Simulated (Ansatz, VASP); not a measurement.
Two plane-wave programs on WC

File INCAR:

```
PREC = Accurate
ENCUT = 1300
EDIFF = 1E-6
ISMEAR = 0
SIGMA = 0.15
LREAL = F
LASPH = T
NELM = 120
ALGO = Normal
ISIF = 2
LWAVE = F
LCHARG = F
GGA = PS
NBANDS = 16
GGA_COMPAT = F
```

The input KPOINTS:

```
Automatic mesh
0
Gamma
  6 6 6
```

The input POSCAR:

```
WC
1.0
    2.9005014360      0.0000000000      0.0000000000
   -1.4502507180      2.5119079273      0.0000000000
    0.0000000000      0.0000000000      2.8290000000
W C
1 1
Direct
   -0.0865212091     -0.0633379210     -0.0795334040
    0.6666666667      0.3333333333      0.5000000000
```

Input for Ansatz:

```yaml
crystal:
  lattice:
    - [2.900501436, 0.0, 0.0]
    - [-1.450250718, 2.5119079273, 0.0]
    - [0.0, 0.0, 2.829]
  atoms:
    - { symbol: W, position: [-0.0865212091, -0.063337921, -0.079533404] }
    - { symbol: C, position: [0.6666666667, 0.3333333333, 0.5] }
basis:
  ecutwfc: 420
kpoints:
  mp_grid: { grid: [6, 6, 6] }
hamiltonian:
  xc: pbesol
scf:
  occupations: { method: gaussian, width: 0.15 }
output:
  forces: true
  stress: true
  eigenvalues: true
```

Alike in both runs: task single point; functional PBEsol; k mesh 6 × 6 × 6; occupations gaussian, width 0.15 eV; no spin polarisation.

|  | VASP | Ansatz |
| --- | --- | --- |
| version | VASP 6.6.1 | Ansatz 0.2.0 |
| potentials or method | VASP PAW PBE potentials, release 64 (W_sv, C_h), cutoff 1300 eV | scalar-relativistic, plane waves, PAW |
| valence electrons in the cell | 18 | 18 |

|  | VASP | Ansatz | Ansatz less VASP |
| --- | --- | --- | --- |
| gap on the k mesh at the Fermi level (eV) | none | none | - |
| pressure (GPa) | 19.7 | 18.4 | -1.30 |
| traceless stress, the component that is largest in VASP (GPa) | 14.37 | 14.29 | -0.081 |
| rms of the force components (eV/Å) | 3.047 | 3.025 | -0.0219 |

VASP's potentials were made for PBE, not for PBEsol. Atom by atom the forces differ by 0.023 eV/Å (rms over components). A gap of «none» marks a metal or a gap that the smearing closes. The functional is the same, so the differences come from potentials, cutoffs and numerics.

The k mesh is coarse, so the values compare programs but aren't converged. Spin-orbit coupling is off throughout.
